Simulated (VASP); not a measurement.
The system is Pb.

```
Pb
1.0
     3.50053    0.00000    0.00000
    -1.75026    3.03155    0.00000
     0.00000    0.00000    5.71636
Pb
2
Direct
  0.33333 0.66667 0.25000
  0.66667 0.33333 0.75000
```

This isn't the form of Pb at room conditions, which is fcc.

```yaml
Program: VASP 6.6.1
Task: relaxation of cell and atoms
Functional: PBE
Potentials_or_basis: VASP PAW PBE potentials, release 64 (Pb_d)
Cutoff: 600 eV
k_mesh: 10 × 10 × 6
Occupations: fermi-dirac, width 0.1 eV
Spin: no spin polarisation
```

At the start: pressure 2.1 GPa; volume 30.33 Å³/atom.

Q: Where does the relaxation end?

A: Over 5 steps the energy falls by 9.8 meV/atom and the volume is 31.85 Å³/atom (+5.0 %); space group P6_3/mmc (No. 194, to 0.1 Å) before and after.

The path:
| step | energy change (eV) | largest force (eV/Å) | pressure (GPa) | volume (Å³) |
| --- | --- | --- | --- | --- |
| 1 | 0.0000 | 0.0000 | 2.14 | 60.66 |
| 2 | -0.0190 | 0.0000 | -0.34 | 64.28 |
| 3 | -0.0196 | 0.0000 | 0.01 | 63.71 |
| 4 | -0.0196 | 0.0000 | -0.05 | 63.77 |
| 5 | -0.0196 | 0.0000 | 0.00 | 63.69 |

Final structure:
```
Pb
1.0
     3.55386    0.00000    0.00000
    -1.77693    3.07774    0.00000
     0.00000    0.00000    5.82308
Pb
2
Direct
  0.33333 0.66667 0.25000
  0.66667 0.33333 0.75000
```
